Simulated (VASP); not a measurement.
**Sc: relaxation of cell and atoms with PBEsol**

The system is Sc.

```
Sc
1.0
    -1.84000    1.84000    1.84000
     1.84000   -1.84000    1.84000
     1.84000    1.84000   -1.84000
Sc
1
Cartesian
  0.0000 0.0000 0.0000
```

This isn't the form of Sc at room conditions, which is hcp.

- Program: VASP 6.6.1
- Task: relaxation of cell and atoms
- Functional: PBEsol
- Potentials or basis: VASP PAW PBE potentials, release 64 (Sc_sv)
- Cutoff: 500 eV
- k mesh: 18 × 18 × 18
- Occupations: fermi-dirac, width 0.1 eV
- Spin: no spin polarisation
- Target pressure: 20 GPa
- Dipole correction: no
- Further INCAR settings: ALGO = Normal; EDIFF = 1e-07; IBRION = 2; EDIFFG = -0.03; NSW = 80; ISIF = 3

```
Relaxed volume                                             : 18.68 Å³/atom
Relaxed cell                                               : a = 2.895 Å, b = 2.895 Å, c = 2.895 Å, α = 109.47°, β = 109.47°, γ = 109.47°
Space group after relaxing (to 0.1 Å)                      : Im-3m (No. 229)
Energy change on relaxing (the run minimises the enthalpy) : +271.7 meV/atom
Ionic steps                                                : 4
Pressure after relaxing                                    : 19.9 GPa
Band gap on the k mesh                                     : zero (an odd number of electrons rules out a gap without spin polarisation)
```

The path:
```
step  energy change (eV)  largest force (eV/Å)  pressure (GPa)  volume (Å³)
   1              0.0000                0.0000           -2.07        24.92
   2              1.2128                0.0000           56.72        14.48
   3              0.2506                0.0000           18.93        18.85
   4              0.2717                0.0000           19.91        18.68
```

Final structure:
```xyz
1
Lattice="-1.6714 1.6714 1.6714 1.6714 -1.6714 1.6714 1.6714 1.6714 -1.6714" Properties=species:S:1:pos:R:3 pbc="T T T"
Sc    1.6714    1.6714    1.6714
```

Levels at points of the mesh, in eV from the Fermi level:
| k point | band 3 | band 4 | band 5 | band 6 | band 7 | band 8 |
| --- | --- | --- | --- | --- | --- | --- |
| (0.00, 0.00, 0.00) | -26.92 | -26.92 | -5.67 | 1.79 | 1.79 | 1.79 |
| (0.50, 0.00, 0.00) | -27.21 | -26.93 | -2.27 | 0.12 | 1.31 | 3.82 |
| (0.50, 0.50, 0.50) | -27.57 | -27.57 | -1.97 | -1.97 | 5.29 | 5.29 |

Run time: 33 s on 1 thread of Intel(R) Xeon(R) 6975P-C (Granite Rapids), with other jobs on the host, peak memory 0.18 GiB.

Caveat: the cell is relaxed towards a set pressure, so the run minimises the enthalpy, not the energy; the volume moved by over 15 % at a fixed basis, so the end points are rough; the PAW data sets were made with another functional, which shifts forces and pressure a little.
